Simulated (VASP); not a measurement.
# Mn2Sn (F-43m) in VASP: a series of runs

Mn2Sn is run at these levels: PBE; tasks: single point, relaxation of cell and atoms.

All numbers are computed with VASP 6.6.1; they aren't measurements. Logs are shortened: lines on timing, memory, paths and dates and some standing lists are left out, and cuts for length are marked.

### Step 1. The cell of the first run

Symmetry: F-43m, No. 216, cubic system. The conventional cell has a = 6.041 Å, b = 6.041 Å, c = 6.041 Å, α = 90.00°, β = 90.00°, γ = 90.00°. Within 3.5 Å of Mn (site symmetry -43m) lie 4 Mn at 2.62 Å and 6 Sn at 3.02 Å. Within 3.5 Å of Mn (site symmetry -43m) lie 4 Mn at 2.62 Å and 4 Sn at 2.62 Å. Within 3.5 Å of Sn (site symmetry -43m) lie 10 Mn at 2.62 to 3.02 Å.

The cell was built from a structure type or drawn by symmetry, and may not be a known phase.

### Step 2. Single point, PBE, collinear spin, antiferromagnetic start

The input, INCAR:

```
SYSTEM = Mn2Sn
PREC = Accurate ; ENCUT = 520
EDIFF = 1E-7 ; ISMEAR = 0
SIGMA = 0.1 ; LREAL = .FALSE.
LASPH = .TRUE. ; NELM = 150
ALGO = Fast ; ISIF = 2
LWAVE = .FALSE. ; LCHARG = .TRUE.
ISPIN = 2 ; MAGMOM = 4 -4 0
LORBIT = 11 ; LMAXMIX = 4
GGA = PE ; LELF = .TRUE.
LVHAR = .TRUE. ; NBANDS = 31
```

The input, KPOINTS:

```
Automatic mesh
0
G
  6 6 6
  0 0 0
```

The input, POSCAR:

```
Mn2Sn
1.0
    0.0000000000      3.0207235738      3.0207235738
    3.0207235738      0.0000000000      3.0207235738
    3.0207235738      3.0207235738      0.0000000000
Mn Sn
2 1
Direct
    0.5000000000      0.5000000000      0.5000000000
    0.7500000000      0.7500000000      0.7500000000
    0.0000000000      0.0000000000      0.0000000000
```

Potentials or basis: VASP PAW PBE potentials, release 64 (Mn_pv, Sn_d).

Started as:

```bash
cat potpaw_PBE.64/Mn_pv/POTCAR potpaw_PBE.64/Sn_d/POTCAR > POTCAR
mpirun -np 1 vasp_std > vasp.out
```

OUTCAR:

```text
SYSTEM = Mn2Sn
   PREC = Accurate
   ENCUT = 520
   EDIFF = 1E-7
   ISMEAR = 0
   LREAL = .FALSE.
   LASPH = .TRUE.
   NELM = 150
   ISIF = 2
   ISPIN = 2
   LORBIT = 11
   GGA = PE

 ion  position               nearest neighbor table
   1  0.500  0.500  0.500-   2 2.62   2 2.62   2 2.62   2 2.62   3 3.02   3 3.02   3 3.02   3 3.02
                             3 3.02   3 3.02
   2  0.750  0.750  0.750-   1 2.62   1 2.62   1 2.62   1 2.62   3 2.62   3 2.62   3 2.62   3 2.62

   3  0.000  0.000  0.000-   2 2.62   2 2.62   2 2.62   2 2.62   1 3.02   1 3.02   1 3.02   1 3.02
                             1 3.02   1 3.02

  LATTYP: Found a face centered cubic cell.
 ALAT       =     6.0414471476

  Lattice vectors:

 A1 = (   0.0000000000,   3.0207235738,   3.0207235738)
 A2 = (   3.0207235738,   0.0000000000,   3.0207235738)
 A3 = (   3.0207235738,   3.0207235738,   0.0000000000)

Analysis of symmetry for initial positions (statically):
=====================================================================
 Subroutine PRICEL returns:
 Original cell was already a primitive cell.

 Routine SETGRP: Setting up the symmetry group for a
 face centered cubic supercell.

 Subroutine GETGRP returns: Found 24 space group operations
 (whereof 24 operations were pure point group operations)
 out of a pool of 48 trial point group operations.

The static configuration has the point symmetry T_d .

Analysis of symmetry for dynamics (positions and initial velocities):
=====================================================================
 Subroutine PRICEL returns:
 Original cell was already a primitive cell.

 Routine SETGRP: Setting up the symmetry group for a
 face centered cubic supercell.

 Subroutine GETGRP returns: Found 24 space group operations
 (whereof 24 operations were pure point group operations)
 out of a pool of 48 trial point group operations.

The dynamic configuration has the point symmetry T_d .

Analysis of structural, dynamic, and magnetic symmetry:
=====================================================================
 Subroutine PRICEL returns:
 Original cell was already a primitive cell.

 Routine SETGRP: Setting up the symmetry group for a
 face centered cubic supercell.

 Subroutine GETGRP returns: Found 24 space group operations
 (whereof 24 operations were pure point group operations)
 out of a pool of 48 trial point group operations.
[... 117 lines left out ...]
  Thomas-Fermi vector in A             =   2.586272
   LORBIT       =     11    0 simple, 1 ext, 2 COOP (PROOUT), +10 PAW based schemes
   GGA     = PE    functional components
   LHFCALC =     F    Hartree Fock is set to
   AEXX    =    0.0000 exact exchange contribution
   IVDW    =     0    specifies the selected vdW correction
   LEPSILON=     F    determine dielectric tensor
   LRPA    =     F    only Hartree local field effects (RPA)
 spin polarized calculation
 RMM-DIIS sequential band-by-band and
 Gauss-broadening in eV      SIGMA  =   0.10
  energy-cutoff  :      520.00
  volume of cell :       55.13
 maximum number of plane-waves:      1524
   NGX = 15   NGY = 15   NGZ = 15

 number of electron      39.9999994 magnetization      -0.1124595

 number of electron      39.9999994 magnetization       0.1519110

 Free energy of the ion-electron system (eV)
  ---------------------------------------------------
  ext. energy  EPLUGINS =         0.00000000
  ---------------------------------------------------
  free energy    TOTEN  =       -21.16999146 eV

  energy without entropy =      -21.15737781  energy(sigma->0) =      -21.16368463

 E-fermi :   7.5869     XC(G=0): -11.2832

 val. band max:        7.5458165296   @ k =  -0.1667   0.1667   0.0000
 cond. band min:       7.6100704087   @ k =   0.1667   0.0000   0.0000
 fundamental gap:      0.0642538791
 Fermi energy:         7.5869148327

 spin component 1

 k-point     1 :       0.0000    0.0000    0.0000
  band No.  band energies     occupation
      1     -42.0473      1.00000
      2     -42.0473      1.00000
      3     -42.0473      1.00000
      4     -38.7978      1.00000
      5     -38.7978      1.00000
      6     -38.7978      1.00000
[... 533 lines left out ...]
     30      19.8155      0.00000
     31      20.9262      0.00000
 Fermi energy:         7.5869148327

 spin component 2

 k-point     1 :       0.0000    0.0000    0.0000
  band No.  band energies     occupation
      1     -41.8494      1.00000
      2     -41.8494      1.00000
      3     -41.8494      1.00000
      4     -38.6374      1.00000
      5     -38.6374      1.00000
      6     -38.6374      1.00000
[... 533 lines left out ...]
     30      20.0452      0.00000
     31      20.7730      0.00000

------------------------ aborting loop because EDIFF is reached ----------------------------------------

  FORCE on cell =-STRESS in cart. coord.  units (eV):
  Direction    XX          YY          ZZ          XY          YZ          ZX
  --------------------------------------------------------------------------------------
  -------------------------------------------------------------------------------------
  Total        0.0629196      0.0629196      0.0629196     -0.0000000      0.0000000     -0.0000000
  in kB        1.8286632      1.8286632      1.8286632     -0.0000000      0.0000000     -0.0000000
  external PRESSURE =       1.8286632 kB  Pullay stress =       0.0000000 kB

 VOLUME and BASIS-vectors are now :
 -----------------------------------------------------------------------------
  energy-cutoff  :      520.00
  volume of cell :       55.13
      direct lattice vectors                 reciprocal lattice vectors
     0.000000000  3.020723574  3.020723574    -0.165523256  0.165523256  0.165523256
     3.020723574  0.000000000  3.020723574     0.165523256 -0.165523256  0.165523256
     3.020723574  3.020723574  0.000000000     0.165523256  0.165523256 -0.165523256

 POSITION                                       TOTAL-FORCE (eV/Angst)
 -----------------------------------------------------------------------------------
      3.02072      3.02072      3.02072         0.000000      0.000000      0.000000
      4.53109      4.53109      4.53109         0.000000     -0.000000      0.000000
      0.00000      0.00000      0.00000        -0.000000     -0.000000     -0.000000
 -----------------------------------------------------------------------------------
    total drift:                               -0.000000     -0.000000     -0.000000

  FREE ENERGIE OF THE ION-ELECTRON SYSTEM (eV)
  ---------------------------------------------------
  free  energy   TOTEN  =       -21.1699914571 eV

  energy  without entropy=      -21.1573778097  energy(sigma->0) =      -21.16368463

 total charge

# of ion       s       p       d       tot
------------------------------------------
    1        0.320   6.202   4.978  11.500
    2        0.349   6.312   5.058  11.719
    3        1.133   1.321  10.015  12.468
--------------------------------------------------
tot          1.802  13.835  20.051  35.688

 magnetization (x)

# of ion       s       p       d       tot
------------------------------------------
    1        0.060   0.022   3.168   3.249
    2       -0.058  -0.086  -2.851  -2.994
    3        0.023  -0.051  -0.014  -0.042
--------------------------------------------------
tot          0.026  -0.115   0.303   0.213
```

Run time: 2.1 min. Hardware: 1 thread of Intel Xeon 8259CL, shared host; peak memory 0.22 GiB.

Results:

```yaml
Free_energy: -21.1700 eV
Pressure: 0.2 GPa
Net_moment: 0.15 μB per cell
Site_moments: Mn +3.25, -2.99; Sn -0.04 μB
Valence_electrons_inside_the_program's_atomic_spheres: Mn 11.50, 11.72; Sn 12.47
```

Caveat: spin-orbit coupling is left out, which moves the levels of the heavy elements.

### Step 3. Relaxation of cell and atoms, PBE, collinear spin, antiferromagnetic start

This run uses another cell than the first one, of 17.74 Å³/atom.

The input, INCAR:

```
PREC = Accurate
ENCUT = 600
EDIFF = 1E-7
ISMEAR = 0
SIGMA = 0.1
LREAL = F
LASPH = T
NELM = 150
ALGO = Fast
ISIF = 3
LWAVE = F
LCHARG = F
ISPIN = 2
MAGMOM = 4 -4 0
LORBIT = 11
LMAXMIX = 4
GGA = PE
IBRION = 2
NSW = 90
EDIFFG = -0.04
```

The input, KPOINTS:

```
regular mesh
0
Gamma
  6 6 6
```

The input, POSCAR:

```
Mn2Sn
1.0
    0.0000000000      2.9854888100      2.9854888100
    2.9854888100      0.0000000000      2.9854888100
    2.9854888100      2.9854888100      0.0000000000
Mn Sn
2 1
Direct
    0.5000000000      0.5000000000      0.5000000000
    0.7500000000      0.7500000000      0.7500000000
    0.0000000000      0.0000000000      0.0000000000
```

Potentials or basis: VASP PAW PBE potentials, release 64 (Mn_pv, Sn_d).

Started as:

```bash
cat potpaw_PBE.64/Mn_pv/POTCAR potpaw_PBE.64/Sn_d/POTCAR > POTCAR
mpirun -np 1 vasp_std > vasp.out
```

OUTCAR:

```text
PREC = Accurate
   ENCUT = 600
   EDIFF = 1E-7
   ISMEAR = 0
   LREAL = F
   LASPH = T
   NELM = 150
   ISIF = 3
   ISPIN = 2
   LORBIT = 11
   GGA = PE
   IBRION = 2
   NSW = 90
   EDIFFG = -0.04

 ion  position               nearest neighbor table
   1  0.500  0.500  0.500-   2 2.59   2 2.59   2 2.59   2 2.59   3 2.99   3 2.99   3 2.99   3 2.99
                             3 2.99   3 2.99
   2  0.750  0.750  0.750-   1 2.59   3 2.59   1 2.59   1 2.59   1 2.59   3 2.59   3 2.59   3 2.59

   3  0.000  0.000  0.000-   2 2.59   2 2.59   2 2.59   2 2.59   1 2.99   1 2.99   1 2.99   1 2.99
                             1 2.99   1 2.99

  LATTYP: Found a face centered cubic cell.
 ALAT       =     5.9709776200

  Lattice vectors:

 A1 = (   0.0000000000,   2.9854888100,   2.9854888100)
 A2 = (   2.9854888100,   0.0000000000,   2.9854888100)
 A3 = (   2.9854888100,   2.9854888100,   0.0000000000)

Analysis of symmetry for initial positions (statically):
=====================================================================
 Subroutine PRICEL returns:
 Original cell was already a primitive cell.

 Routine SETGRP: Setting up the symmetry group for a
 face centered cubic supercell.

 Subroutine GETGRP returns: Found 24 space group operations
 (whereof 24 operations were pure point group operations)
 out of a pool of 48 trial point group operations.

The static configuration has the point symmetry T_d .

Analysis of symmetry for dynamics (positions and initial velocities):
=====================================================================
 Subroutine PRICEL returns:
 Original cell was already a primitive cell.

 Routine SETGRP: Setting up the symmetry group for a
 face centered cubic supercell.

 Subroutine GETGRP returns: Found 24 space group operations
 (whereof 24 operations were pure point group operations)
 out of a pool of 48 trial point group operations.
[... 202 lines left out ...]
  ext. energy  EPLUGINS =         0.00000000
  ---------------------------------------------------
  free energy    TOTEN  =       -21.16908172 eV

  energy without entropy =      -21.15626499  energy(sigma->0) =      -21.16267335

 E-fermi :   7.5429     XC(G=0): -11.2610

 val. band max:        7.5080752841   @ k =  -0.1667   0.1667   0.0000
 cond. band min:       7.5731383146   @ k =   0.1667   0.0000   0.0000
 fundamental gap:      0.0650630305
 Fermi energy:         7.5429442932

 spin component 1

 k-point     1 :       0.0000    0.0000    0.0000
  band No.  band energies     occupation
      1     -42.1061      1.00000
      2     -42.1061      1.00000
      3     -42.1061      1.00000
      4     -38.8363      1.00000
      5     -38.8363      1.00000
      6     -38.8363      1.00000
[... 421 lines left out ...]
     23       8.4078      0.00000
     24       8.6389      0.00000
 Fermi energy:         7.5429442932

 spin component 2

 k-point     1 :       0.0000    0.0000    0.0000
  band No.  band energies     occupation
      1     -41.9028      1.00000
      2     -41.9028      1.00000
      3     -41.9028      1.00000
      4     -38.6738      1.00000
      5     -38.6738      1.00000
      6     -38.6738      1.00000
[... 421 lines left out ...]
     23       8.8128      0.00000
     24       8.8986      0.00000

------------------------ aborting loop because EDIFF is reached ----------------------------------------

  FORCE on cell =-STRESS in cart. coord.  units (eV):
  Direction    XX          YY          ZZ          XY          YZ          ZX
  --------------------------------------------------------------------------------------
  -------------------------------------------------------------------------------------
  Total       -0.0218639     -0.0218639     -0.0218639      0.0000000      0.0000000      0.0000000
  in kB       -0.6327336     -0.6327336     -0.6327336      0.0000000      0.0000000      0.0000000
  external PRESSURE =      -0.6327336 kB  Pullay stress =       0.0000000 kB

 VOLUME and BASIS-vectors are now :
 -----------------------------------------------------------------------------
  energy-cutoff  :      600.00
  volume of cell :       55.36
      direct lattice vectors                 reciprocal lattice vectors
     0.000000000  3.025025919  3.025025919    -0.165287840  0.165287840  0.165287840
     3.025025919 -0.000000000  3.025025919     0.165287840 -0.165287840  0.165287840
     3.025025919  3.025025919 -0.000000000     0.165287840  0.165287840 -0.165287840

 POSITION                                       TOTAL-FORCE (eV/Angst)
 -----------------------------------------------------------------------------------
      3.02503      3.02503      3.02503        -0.000000     -0.000000     -0.000000
      4.53754      4.53754      4.53754         0.000000      0.000000      0.000000
      3.02503     -0.00000      3.02503        -0.000000      0.000000      0.000000
 -----------------------------------------------------------------------------------
    total drift:                               -0.000000     -0.000000     -0.000000

  FREE ENERGIE OF THE ION-ELECTRON SYSTEM (eV)
  ---------------------------------------------------
  free  energy   TOTEN  =       -21.1690817239 eV

  energy  without entropy=      -21.1562649856  energy(sigma->0) =      -21.16267335

 reached required accuracy - stopping structural energy minimisation

 total charge

# of ion       s       p       d       tot
------------------------------------------
    1        0.320   6.201   4.976  11.496
    2        0.348   6.310   5.055  11.713
    3        1.132   1.317  10.014  12.464
--------------------------------------------------
tot          1.800  13.828  20.044  35.673

 magnetization (x)

# of ion       s       p       d       tot
------------------------------------------
    1        0.060   0.022   3.188   3.271
    2       -0.058  -0.086  -2.865  -3.008
    3        0.023  -0.050  -0.014  -0.040
--------------------------------------------------
tot          0.026  -0.113   0.310   0.222
```

OSZICAR:

```text
N       E                     dE             d eps       ncg     rms          rms(c)
DAV:   1     0.434824011633E+03    0.43482E+03   -0.24875E+04  1536   0.272E+03
DAV:   2     0.100852038418E+02   -0.42474E+03   -0.42085E+03  1536   0.640E+02
DAV:   3    -0.221434330610E+02   -0.32229E+02   -0.32041E+02  1776   0.180E+02
[... 28 lines left out ...]
RMM:  11    -0.211690759252E+02   -0.62111E-05   -0.11867E-04  2096   0.989E-02    0.221E-02
RMM:  12    -0.211690833446E+02   -0.74194E-05   -0.56453E-05  1682   0.565E-02    0.143E-02
RMM:  13    -0.211690814437E+02    0.19009E-05   -0.13604E-05  1711   0.357E-02    0.382E-03
RMM:  14    -0.211690816472E+02   -0.20348E-06   -0.54504E-06  1868   0.166E-02    0.190E-03
RMM:  15    -0.211690817239E+02   -0.76679E-07   -0.89562E-07  1506   0.754E-03
   2 F= -.21169082E+02 E0= -.21162673E+02  d E =-.154278E-01  mag=     0.1617
```

Wall time 4.8 min (1 thread of Intel Xeon 8259CL, shared host); peak memory 0.26 GiB.

Results:

```yaml
Free_energy: -21.1691 eV
Relaxed_volume: 18.45 Å³/atom
Relaxed_cell: a = 4.278 Å, b = 4.278 Å, c = 4.278 Å, α = 60.00°, β = 60.00°, γ = 60.00°
Space_group_after_relaxing_to_0.1_Å: F-43m (No. 216)
Energy_gained_by_relaxing: 5.1 meV/atom
Ionic_steps: 2
Pressure_after_relaxing: -0.1 GPa
Net_moment: 0.16 μB per cell
Site_moments: Mn +3.27, -3.01; Sn -0.04 μB
Valence_electrons_inside_the_program's_atomic_spheres: Mn 11.50, 11.71; Sn 12.46
```

The path:
```csv
step,energy change (eV),largest force (eV/Å),pressure (GPa),volume (Å³)
1,0.0000,0.0000,2.48,53.22
2,-0.0154,0.0000,-0.06,55.36
```

Final structure:
```
Mn Sn
1.0
     0.00000    3.02503    3.02503
     3.02503    0.00000    3.02503
     3.02503    3.02503    0.00000
Mn Sn
2 1
Direct
  0.50000 0.50000 0.50000
  0.75000 0.75000 0.75000
  0.00000 0.00000 0.00000
```

Levels at points of the mesh, in eV from the Fermi level:
Spin up:
```csv
k point,band 17,band 18,band 19,band 20,band 21,band 22,band 23,band 24
"(0.00, 0.00, 0.00)",-2.47,-1.21,-1.21,-1.21,1.23,1.23,3.97,4.73
"(0.50, 0.00, 0.00)",-2.31,-2.16,-0.08,-0.08,0.69,0.96,0.96,3.07
"(0.50, 0.50, 0.00)",-2.13,-1.99,-1.08,-1.08,-1.03,0.80,0.80,0.91
```
Spin down:
| k point | band 16 | band 17 | band 18 | band 19 | band 20 | band 21 | band 22 | band 23 | band 24 |
| --- | --- | --- | --- | --- | --- | --- | --- | --- | --- |
| (0.00, 0.00, 0.00) | -2.47 | -2.47 | 0.12 | 0.12 | 0.12 | 1.21 | 1.21 | 3.78 | 3.78 |
| (0.50, 0.00, 0.00) | -2.25 | -2.25 | -2.15 | -0.31 | -0.31 | 1.19 | 1.19 | 1.30 | 3.81 |
| (0.50, 0.50, 0.00) | -2.32 | -2.32 | -2.13 | -1.04 | -1.04 | 0.58 | 0.93 | 1.34 | 1.34 |

Caveat: spin-orbit coupling is left out, which moves the levels of the heavy elements.
